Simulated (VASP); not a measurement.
Here is a VASP 6.6.1 calculation.

The input INCAR:

```
SYSTEM = BP
PREC = Accurate ; ENCUT = 500
EDIFF = 1E-7 ; ISMEAR = 0
SIGMA = 0.02 ; LREAL = .FALSE.
LASPH = .TRUE. ; NELM = 120
ALGO = Normal ; ISIF = 3
LWAVE = .FALSE. ; LCHARG = .FALSE.
GGA = PE ; IBRION = 2
NSW = 100 ; EDIFFG = -0.002
GGA_COMPAT = .FALSE. ; NELMIN = 4
```

KPOINTS

```
regular mesh
0
G
  10 10 10
  0 0 0
```

File POSCAR:

```
BP
1.0
    0.0000000000      2.2600000000      2.2600000000
    2.2600000000      0.0000000000      2.2600000000
    2.2600000000      2.2600000000      0.0000000000
B P
1 1
Direct
    0.0000000000      0.0000000000      0.0000000000
    0.2500000000      0.2500000000      0.2500000000
```

Potentials or basis: VASP PAW PBE potentials, release 64 (B, P).

The run is started by

```bash
$ cat potpaw_PBE.64/B/POTCAR potpaw_PBE.64/P/POTCAR > POTCAR
$ mpirun -np 1 vasp_std > vasp.out
```

(1) Estimate the relaxed cell.

(2) Estimate the band gap on the k mesh.

Answers

(1) a = 3.215 Å, b = 3.215 Å, c = 3.215 Å, α = 60.00°, β = 60.00°, γ = 60.00°.

(2) 1.25 eV, indirect (least direct gap 3.39 eV).
